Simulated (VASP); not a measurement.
A run of VASP 6.6.1:

INCAR

```
SYSTEM = Cd2S
PREC = Accurate ; ENCUT = 600
EDIFF = 1E-6 ; ISMEAR = 0
SIGMA = 0.1 ; LREAL = .False.
LASPH = .True. ; NELM = 60
ALGO = Normal ; ISIF = 3
LWAVE = .False. ; LCHARG = .False.
GGA = PE ; IBRION = 2
NSW = 90 ; EDIFFG = -0.04
```

KPOINTS

```
Automatic mesh
0
Gamma
  4 4 4
  0 0 0
```

Contents of POSCAR:

```
Cd2S
1.0
    4.6196439800      0.0000000000      0.0000000000
    0.0000000000      4.6196439800      0.0000000000
    0.0000000000      0.0000000000      4.0756928800
Cd S
2 1
Direct
    0.0000000000      0.5000000000      0.3361224400
    0.5000000000      0.0000000000      0.3361224400
    0.0000000000      0.0000000000      0.2837301900
```

Potentials or basis: VASP PAW PBE potentials, release 64 (Cd, S).

Run with:

```sh
$ cat potpaw_PBE.64/Cd/POTCAR potpaw_PBE.64/S/POTCAR > POTCAR
$ mpirun -np 1 vasp_std > vasp.out
```

Hardware: 1 thread of AMD EPYC 7R13, on a shared host.

Task: How long does it take, and how much memory?

Result: It took 8.4 min on 1 thread of AMD EPYC 7R13 (shared host), peak memory 0.22 GiB. Counts: scf iterations 127, k points 18, ion steps 15.
